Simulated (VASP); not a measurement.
# Ga (P6_3/mmc) in VASP: further runs

The runs below take Ga through single point, with BLYP.

Program: VASP 6.6.1. These are calculated values, not measurements. Logs are shortened: lines on timing, memory, paths and dates and some standing lists are left out, and cuts for length are marked.

## Step 1: The cell of the first run

Symmetry: P6_3/mmc, No. 194, hexagonal system. The conventional cell has a = 3.161 Å, b = 3.161 Å, c = 4.877 Å, α = 90.00°, β = 90.00°, γ = 120.00°. Within 4.0 Å of Ga (site symmetry -6m2) lie 12 Ga at 3.05 to 3.16 Å.

## Step 2: Single point, BLYP (volume scaled by 0.96)

INCAR

```
SYSTEM = Ga
PREC = Accurate ; ENCUT = 520
EDIFF = 1E-7 ; ISMEAR = -1
SIGMA = 0.1 ; LREAL = .False.
LASPH = .True. ; NELM = 80
ALGO = Normal ; ISIF = 2
LWAVE = .False. ; LCHARG = .True.
GGA = B5 ; ALDAX = 1.0
AGGAX = 1.0 ; AGGAC = 1.0
ALDAC = 0.0 ; LELF = .True.
LVHAR = .True. ; NBANDS = 20
```

KPOINTS

```
Automatic mesh
0
Gamma
  13 13 7
  0 0 0
```

POSCAR

```
Ga
1.0
    3.1605418653      0.0000000000      0.0000000000
   -1.5802709327      2.7371095451      0.0000000000
    0.0000000000      0.0000000000      4.8772839973
Ga
2
Direct
    0.3333333333      0.6666666667      0.2500000000
    0.6666666667      0.3333333333      0.7500000000
```

Potentials or basis: VASP PAW PBE potentials, release 64 (Ga_d).

The run is started by

```console
$ cat potpaw_PBE.64/Ga_d/POTCAR > POTCAR
$ mpirun -np 1 vasp_std > vasp.out
```

OUTCAR:

```text
SYSTEM = Ga
   PREC = Accurate
   ENCUT = 520
   EDIFF = 1E-7
   ISMEAR = -1
   LREAL = .False.
   LASPH = .True.
   NELM = 80
   ISIF = 2
   GGA = B5

 ion  position               nearest neighbor table
   1  0.333  0.667  0.250-
   2  0.667  0.333  0.750-

  LATTYP: Found a hexagonal cell.
 ALAT       =     3.1605418653
 C/A-ratio  =     1.5431796841

  Lattice vectors:

 A1 = (   3.1605418653,   0.0000000000,   0.0000000000)
 A2 = (  -1.5802709327,   2.7371095451,   0.0000000000)
 A3 = (   0.0000000000,   0.0000000000,   4.8772839973)

Analysis of symmetry for initial positions (statically):
=====================================================================
 Subroutine PRICEL returns:
 Original cell was already a primitive cell.

 Routine SETGRP: Setting up the symmetry group for a
 hexagonal supercell.

 Subroutine GETGRP returns: Found 24 space group operations
 (whereof 12 operations were pure point group operations)
 out of a pool of 24 trial point group operations.

The static configuration has the point symmetry D_3d.
 The point group associated with its full space group is D_6h.

Analysis of symmetry for dynamics (positions and initial velocities):
=====================================================================
 Subroutine PRICEL returns:
 Original cell was already a primitive cell.

 Routine SETGRP: Setting up the symmetry group for a
 hexagonal supercell.

 Subroutine GETGRP returns: Found 24 space group operations
 (whereof 12 operations were pure point group operations)
 out of a pool of 24 trial point group operations.

The dynamic configuration has the point symmetry D_3d.
 The point group associated with its full space group is D_6h.

 Subroutine INISYM returns: Found 24 space group operations
 (whereof 12 operations are pure point group operations),
 and found     1 'primitive' translations

----------------------------------------------------------------------------------------

                                     Primitive cell

  volume of cell :      42.1922

  direct lattice vectors                    reciprocal lattice vectors
     3.160541865  0.000000000  0.000000000     0.316401441  0.182674457  0.000000000
    -1.580270933  2.737109545  0.000000000     0.000000000  0.365348914  0.000000000
     0.000000000  0.000000000  4.877283997     0.000000000  0.000000000  0.205032145

  length of vectors
     3.160541865  3.160541865  4.877283997     0.365348914  0.365348914  0.205032145

  position of ions in fractional coordinates (direct lattice)
     0.333333333  0.666666667  0.250000000
     0.666666667  0.333333333  0.750000000

  ion indices of the primitive-cell ions
   primitive index   ion index
                 1           1
                 2           2

----------------------------------------------------------------------------------------

 KPOINTS: Automatic mesh

Automatic generation of k-mesh.
 Grid dimensions read from file:
 generate k-points for:   13   13    7

 Generating k-lattice:

  Cartesian coordinates                     Fractional coordinates (reciprocal lattice)
     0.024338572  0.014051881  0.000000000     0.076923077 -0.000000000  0.000000000
     0.000000000  0.028103763  0.000000000     0.000000000  0.076923077  0.000000000
     0.000000000  0.000000000  0.029290306     0.000000000  0.000000000  0.142857143

  Length of vectors
     0.028103763  0.028103763  0.029290306

  Shift w.r.t. Gamma in fractional coordinates (k-lattice)
     0.000000000  0.000000000  0.000000000

 Subroutine IBZKPT returns following result:
 ===========================================

 Found     84 irreducible k-points:

 Following reciprocal coordinates:
            Coordinates               Weight
  0.000000  0.000000  0.000000      1.000000
  0.076923 -0.000000  0.000000      6.000000
  0.153846  0.000000  0.000000      6.000000
  0.230769  0.000000  0.000000      6.000000
  0.307692  0.000000  0.000000      6.000000
  0.384615  0.000000  0.000000      6.000000
[... 16 lines left out ...]
  0.076923 -0.000000  0.142857     12.000000
  0.153846  0.000000  0.142857     12.000000
 [... further k-points ...]
   k-points           NKPTS =     84   k-points in BZ     NKDIM =     84   number of bands    NBANDS=     20
   number of dos      NEDOS =    301   number of ions     NIONS =      2
   total plane-waves  NPLWV =  20736
   dimension x,y,z NGX =    24 NGY =   24 NGZ =   36
   dimension x,y,z NGXF=    48 NGYF=   48 NGZF=   72
   ions per type =               2
   NGX,Y,Z   is equivalent  to a cutoff of  12.62, 12.62, 12.27 a.u.
   NGXF,Y,Z  is equivalent  to a cutoff of  25.25, 25.25, 24.54 a.u.
 SYSTEM =  Ga
   PREC   = accura    normal or accurate (medium, high low for compatibility)
   ISTART =      0    job   : 0-new  1-cont  2-samecut
   ICHARG =      2    charge: 1-file 2-atom 10-const
   ISPIN  =      1    spin polarized calculation?
   LNONCOLLINEAR =      F non collinear calculations
   LSORBIT =      F    spin-orbit coupling
   LASPH  =      T    aspherical Exc in radial PAW
   ENCUT  =  520.0 eV  38.22 Ry    6.18 a.u.   5.88  5.88  9.07*2*pi/ulx,y,z
   NELM   =     80;   NELMIN=  2; NELMDL= -5     # of ELM steps
   EDIFF  = 0.1E-06   stopping-criterion for ELM
   LREAL  =      F    real-space projection
   EDIFFG = 0.1E-05   stopping-criterion for IOM
   NSW    =      0    number of steps for IOM
   IBRION =     -1    ionic relax: 0-MD 1-quasi-New 2-CG
   NFREE  =      0    steps in history (QN), initial steepest desc. (CG)
   ISIF   =      2    stress and relaxation
   ISYM   =      2    0-nonsym 1-usesym 2-fastsym
   POTIM  = 0.5000    time-step for ionic-motion
   TEBEG  =    0.0;   TEEND  =   0.0 temperature during run
   PSTRESS=    0.0 pullay stress
   NELECT =      26.0000    total number of electrons
   NUPDOWN=      -1.0000    fix difference up-down
   EMIN   =  10.00;   EMAX   =-10.00  energy-range for DOS
   EFERMI =   0.00;   METHOD = LEGACY
   ISMEAR =    -1;   SIGMA  =   0.10  broadening in eV -4-tet -1-fermi 0-gaus
   EFERMI_NEDOS =   21; number of points for ismear=-14 and -15
   IALGO  =     38    algorithm
   IMIX   =      4    mixing-type and parameters
     AMIX     =   0.40;   BMIX     =  1.00
     AMIX_MAG =   1.60;   BMIX_MAG =  1.00
  volume/ion in A,a.u.               =      21.10       142.36
  Fermi-wavevector in a.u.,A,eV,Ry     =   1.393121  2.632616 26.405980  1.940785
  Thomas-Fermi vector in A             =   2.516797
   LORBIT       =      0    0 simple, 1 ext, 2 COOP (PROOUT), +10 PAW based schemes
   GGA     = B5    functional components
   LHFCALC =     F    Hartree Fock is set to
   AEXX    =    0.0000 exact exchange contribution
   IVDW    =     0    specifies the selected vdW correction
   LEPSILON=     F    determine dielectric tensor
   LRPA    =     F    only Hartree local field effects (RPA)
 non-spin polarized calculation
  energy-cutoff  :      520.00
  volume of cell :       42.19
 maximum number of plane-waves:      1154
 NGX is ok and might be reduce to    24
   NGX = 11   NGY = 11   NGZ = 19

 number of electron      26.0000022 magnetization

 Free energy of the ion-electron system (eV)
  ---------------------------------------------------
  ext. energy  EPLUGINS =         0.00000000
  ---------------------------------------------------
  free energy    TOTEN  =        -4.24122882 eV

  energy without entropy =       -4.21275963  energy(sigma->0) =       -4.22699423

 E-fermi :   5.0063     XC(G=0):  -9.9137

 val. band max:        4.9925043005   @ k =   0.3077   0.1538   0.4286
 cond. band min:       5.0456179225   @ k =   0.3846   0.2308   0.2857
 fundamental gap:      0.0531136221
 Fermi energy:         5.0063156842

 k-point     1 :       0.0000    0.0000    0.0000
  band No.  band energies     occupation
      1      -9.9401      2.00000
      2      -9.8863      2.00000
      3      -9.8863      2.00000
      4      -9.8739      2.00000
      5      -9.8675      2.00000
      6      -9.8675      2.00000
[... 12 lines left out ...]
     19      17.1837      0.00000
     20      18.3975      0.00000

 k-point     2 :       0.0769   -0.0000    0.0000
  band No.  band energies     occupation
      1      -9.9368      2.00000
      2      -9.8958      2.00000
      3      -9.8786      2.00000
      4      -9.8665      2.00000
      5      -9.8629      2.00000
      6      -9.8627      2.00000
[... 12 lines left out ...]
     19      17.6484      0.00000
     20      18.3360      0.00000

 k-point     3 :       0.1538    0.0000    0.0000
  band No.  band energies     occupation
      1      -9.9386      2.00000
      2      -9.9000      2.00000
      3      -9.8748      2.00000
      4      -9.8727      2.00000
      5      -9.8637      2.00000
      6      -9.8571      2.00000
[... 12 lines left out ...]
     19      16.1124      0.00000
     20      19.5498      0.00000

 k-point     4 :       0.2308    0.0000    0.0000
  band No.  band energies     occupation
      1      -9.9558      2.00000
      2      -9.8951      2.00000
      3      -9.8939      2.00000
      4      -9.8857      2.00000
      5      -9.8553      2.00000
      6      -9.8271      2.00000
[... 12 lines left out ...]
     19      14.9250      0.00000
     20      18.5855      0.00000

 k-point     5 :       0.3077    0.0000    0.0000
  band No.  band energies     occupation
      1      -9.9763      2.00000
      2      -9.9172      2.00000
      3      -9.8986      2.00000
      4      -9.8972      2.00000
      5      -9.8393      2.00000
      6      -9.7960      2.00000
[... 12 lines left out ...]
     19      14.4083      0.00000
     20      17.9131      0.00000
[... 353 lines left out ...]
      6      -9.8391      2.00000
[... 12 lines left out ...]
     19      12.0793      0.00000
     20      21.2741      0.00000

 k-point    22 :       0.0000    0.0000    0.1429
  band No.  band energies     occupation
      1      -9.9355      2.00000
      2      -9.8968      2.00000
      3      -9.8968      2.00000
      4      -9.8755      2.00000
      5      -9.8723      2.00000
      6      -9.8723      2.00000
[... 12 lines left out ...]
     19      17.2798      0.00000
     20      18.6526      0.00000

 k-point    23 :       0.0769   -0.0000    0.1429
  band No.  band energies     occupation
      1      -9.9330      2.00000
      2      -9.9004      2.00000
      3      -9.8914      2.00000
      4      -9.8758      2.00000
      5      -9.8709      2.00000
      6      -9.8651      2.00000
[... 12 lines left out ...]
     19      17.5303      0.00000
     20      18.4153      0.00000

 k-point    24 :       0.1538    0.0000    0.1429
  band No.  band energies     occupation
      1      -9.9370      2.00000
      2      -9.8995      2.00000
      3      -9.8832      2.00000
      4      -9.8820      2.00000
      5      -9.8671      2.00000
      6      -9.8449      2.00000
[... 12 lines left out ...]
     19      16.3618      0.00000
     20      19.0082      0.00000

 [... further k-points ...]
[... 5 lines left out ...]
  --------------------------------------------------------------------------------------
  -------------------------------------------------------------------------------------
  Total        0.3689503      0.3689503      0.3285493     -0.0000000      0.0000000      0.0000000
  in kB       14.0102756     14.0102756     12.4761148     -0.0000000      0.0000000      0.0000000
  external PRESSURE =      13.4988887 kB  Pullay stress =       0.0000000 kB

 VOLUME and BASIS-vectors are now :
 -----------------------------------------------------------------------------
  energy-cutoff  :      520.00
  volume of cell :       42.19
      direct lattice vectors                 reciprocal lattice vectors
     3.160541865  0.000000000  0.000000000     0.316401441  0.182674457  0.000000000
    -1.580270933  2.737109545  0.000000000     0.000000000  0.365348914  0.000000000
     0.000000000  0.000000000  4.877283997     0.000000000  0.000000000  0.205032145

 POSITION                                       TOTAL-FORCE (eV/Angst)
 -----------------------------------------------------------------------------------
     -0.00000      1.82474      1.21932         0.000000     -0.000000      0.000000
      1.58027      0.91237      3.65796        -0.000000      0.000000      0.000000
 -----------------------------------------------------------------------------------
    total drift:                                0.000000     -0.000000      0.000000

  FREE ENERGIE OF THE ION-ELECTRON SYSTEM (eV)
  ---------------------------------------------------
  free  energy   TOTEN  =        -4.2412288248 eV

  energy  without entropy=       -4.2127596298  energy(sigma->0) =       -4.22699423
```

Wall time 25 s (1 thread of Intel Xeon 6975P-C (Granite Rapids), shared host); peak memory 0.18 GiB.

What came out:

* Free energy: -4.2412 eV
* Pressure: 1.3 GPa
* Band gap on the k mesh: zero (band 13 reaches 8.26 eV, above the bottom of band 14 at 2.88 eV)

Levels at points of the mesh, in eV from the Fermi level:
```
           k point  band 11  band 12  band 13  band 14  band 15  band 16
(0.00, 0.00, 0.00)   -10.23    -4.34    -3.09     7.85     7.85     9.86
```

Caveat: the cell differs from its parent crystal (volume scaled by 0.96); the PAW data sets were made with another functional, which shifts forces and pressure a little.

## Step 3: Single point, BLYP

This run uses another cell than the first one, of 21.98 Å³/atom, 1.042 times its volume.

INCAR

```
AGGAC = 1.0
AGGAX = 1.0
ALDAC = 0.0
ALDAX = 1.0
ALGO = Normal
EDIFF = 1E-6
ENCUT = 520
GGA = B5
ISIF = 2
ISMEAR = -1
LASPH = True
LCHARG = False
LREAL = False
LWAVE = False
NBANDS = 20
NELM = 80
PREC = Accurate
SIGMA = 0.1
```

KPOINTS

```
k-points
0
Gamma
  13 13 7
```

POSCAR

```
Ga
1.0
    3.2038423401      0.0000000000      0.0000000000
   -1.6019211701      2.7746088562      0.0000000000
    0.0000000000      0.0000000000      4.9441044102
Ga
2
Direct
    0.3333333333      0.6666666667      0.2500000000
    0.6666666667      0.3333333333      0.7500000000
```

Potentials or basis: VASP PAW PBE potentials, release 64 (Ga_d).

The run is started by

```console
$ cat potpaw_PBE.64/Ga_d/POTCAR > POTCAR
$ mpirun -np 1 vasp_std > vasp.out
```

Wall time 26 s (1 thread of Intel Xeon 6975P-C (Granite Rapids), shared host); peak memory 0.19 GiB.

Results (log left out):

```yaml
Free_energy: -4.2490 eV
Pressure: 0.0 GPa
Band_gap_on_the_k_mesh: zero (band 13 reaches 7.76 eV, above the bottom of band 14 at 2.65 eV)
```

Stress tensor (GPa, compression positive):
```
 0.05  0.00  0.00
 0.00  0.05  0.00
 0.00  0.00 -0.20
```

Levels at points of the mesh, in eV from the Fermi level:
```
           k point  band 11  band 12  band 13  band 14  band 15  band 16
(0.00, 0.00, 0.00)    -9.95    -4.34    -2.93     7.57     7.57     9.52
```

Caveat: the PAW data sets were made with another functional, which shifts forces and pressure a little.

## Step 4: Single point, BLYP (volume scaled by 1.04)

INCAR

```
SYSTEM = Ga
PREC = Accurate
ENCUT = 520
EDIFF = 1E-6
ISMEAR = -1
SIGMA = 0.1
LREAL = .FALSE.
LASPH = .TRUE.
NELM = 60
ALGO = Normal
ISIF = 2
LWAVE = .FALSE.
LCHARG = .FALSE.
GGA = B5
ALDAX = 1.0
AGGAX = 1.0
AGGAC = 1.0
ALDAC = 0.0
NBANDS = 20
```

KPOINTS

```
regular mesh
0
G
  13 13 7
  0 0 0
```

POSCAR

```
Ga
1.0
    3.2460029952      0.0000000000      0.0000000000
   -1.6230014976      2.8111210546      0.0000000000
    0.0000000000      0.0000000000      5.0091658767
Ga
2
Direct
    0.3333333333      0.6666666667      0.2500000000
    0.6666666667      0.3333333333      0.7500000000
```

The run is started by

```console
$ cat potpaw_PBE.64/Ga_d/POTCAR > POTCAR
$ mpirun -np 1 vasp_std > vasp.out
```

Run time: 26 s. Hardware: 1 thread of Intel Xeon 6975P-C (Granite Rapids), shared host; peak memory 0.19 GiB.

The run converged. Its results:

| Property | Result |
| --- | --- |
| Free energy | -4.2441 eV |
| Pressure | -0.9 GPa |
| Band gap on the k mesh | zero (band 13 reaches 7.32 eV, above the bottom of band 14 at 2.45 eV) |

Stress tensor (GPa, compression positive):
```
-0.81  0.00  0.00
 0.00 -0.81  0.00
 0.00  0.00 -1.18
```

Levels at points of the mesh, in eV from the Fermi level:
| k point | band 9 | band 10 | band 11 | band 12 | band 13 | band 14 | band 15 | band 16 | band 17 | band 18 |
| --- | --- | --- | --- | --- | --- | --- | --- | --- | --- | --- |
| (0.00, 0.00, 0.00) | -14.73 | -14.73 | -9.70 | -4.35 | -2.78 | 7.31 | 7.31 | 9.20 | 9.20 | 10.93 |

Caveat: the cell differs from its parent crystal (volume scaled by 1.04); the PAW data sets were made with another functional, which shifts forces and pressure a little.

## Step 5: Summary

| cell | gap on the mesh (eV) | pressure (GPa) |
| --- | --- | --- |
| a = 3.161, b = 3.161, c = 4.877 Å, angles 90.0, 90.0, 120.0°, 2 atoms | none | 1.3 |
| a = 3.204, b = 3.204, c = 4.944 Å, angles 90.0, 90.0, 120.0°, 2 atoms | none | 0.0 |
| a = 3.246, b = 3.246, c = 5.009 Å, angles 90.0, 90.0, 120.0°, 2 atoms | none | -0.9 |

Alike in all rows: task single point; level BLYP; potentials or basis VASP PAW PBE potentials, release 64 (Ga_d); no spin polarisation; k mesh 13 × 13 × 7; cutoff (eV) 520; smearing fermi-dirac 0.1 eV.

Caveats: the PAW data sets were made with another functional, which shifts forces and pressure a little.

Total energies depend on the potentials used, so only differences within one code and one set of settings carry meaning.
